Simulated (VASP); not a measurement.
Runs of VASP 6.6.1 on Ta. The structure is that of space group P6_3/mmc (No. 194), or close to it. The cells are those of the table. 

```csv
cell,k mesh,gap on the mesh (eV),pressure (GPa)
"a = 2.838, b = 2.838, c = 5.108 Å, angles 90.0, 90.0, 120.0°, 2 atoms",14 × 14 × 7,none,18.5
"a = 2.796, b = 2.796, c = 5.033 Å, angles 90.0, 90.0, 120.0°, 2 atoms",14 × 14 × 7,none,30.1
"a = 2.918, b = 2.918, c = 5.252 Å, angles 90.0, 90.0, 120.0°, 2 atoms",12 × 12 × 7,none,(a)
"a = 2.878, b = 2.878, c = 5.181 Å, angles 90.0, 90.0, 120.0°, 2 atoms",14 × 14 × 7,none,8.9
"a = 2.918, b = 2.918, c = 5.252 Å, angles 90.0, 90.0, 120.0°, 2 atoms",20 × 20 × 10,none,(b)
```

Alike in all rows: task single point; level BLYP; potentials or basis VASP PAW PBE potentials, release 64 (Ta_pv); no spin polarisation; cutoff (eV) 520; smearing fermi-dirac 0.1 eV.

Q: Fill in the values left out.

A: (a) 0.8; (b) 1.0.

Caveats: the PAW data sets were made with another functional, which shifts forces and pressure a little; spin-orbit coupling is left out, which moves the levels of the heavy elements.

A k mesh can miss the band edges, and the runs leave out spin-orbit coupling on Ta.

A gap of «none» marks levels without a gap at the run's occupations.
